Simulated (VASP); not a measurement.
Here is a VASP 6.6.1 calculation.

Contents of INCAR:

```
PREC = Accurate ; ENCUT = 750
EDIFF = 1E-6 ; ISMEAR = 0
SIGMA = 0.01 ; LREAL = False
LASPH = True ; NELM = 120
ALGO = Normal ; ISIF = 2
LWAVE = False ; LCHARG = True
GGA = PS ; LELF = True
LVHAR = True ; NBANDS = 17
GGA_COMPAT = False
```

Contents of KPOINTS:

```
Automatic mesh
0
Gamma
  8 8 8
```

The input POSCAR:

```
LiHF2
1.0
    1.4956242387      0.8634990568      4.3789926740
   -1.4956242387      0.8634990568      4.3789926740
    0.0000000000     -1.7269981136      4.3789926740
Li H F
1 1 2
Direct
    0.0000000000      0.0000000000      0.0000000000
    0.5000000000      0.5000000000      0.5000000000
    0.4131238687      0.4131238687      0.4131238687
    0.5868761313      0.5868761313      0.5868761313
```

Potentials or basis: VASP PAW PBE potentials, release 64 (Li_sv, H, F).

The run is started by

```sh
$ cat potpaw_PBE.64/Li_sv/POTCAR potpaw_PBE.64/H/POTCAR potpaw_PBE.64/F/POTCAR > POTCAR
$ mpirun -np 1 vasp_std > vasp.out
```

**Question.** What does it give for the band gap on the k mesh?

**Answer.** 8.10 eV (least direct gap 8.30 eV).

**Question.** Estimate the pressure.

**Answer.** -0.2 GPa.

**Question.** Predict the largest force.

**Answer.** 0.055 eV/Å.

Stress tensor (GPa, compression positive):
```
-0.48  0.00  0.00
 0.00 -0.48  0.00
 0.00  0.00  0.31
```

Caveat: the PAW data sets were made with another functional, which shifts forces and pressure a little. A k mesh can miss the band edges.
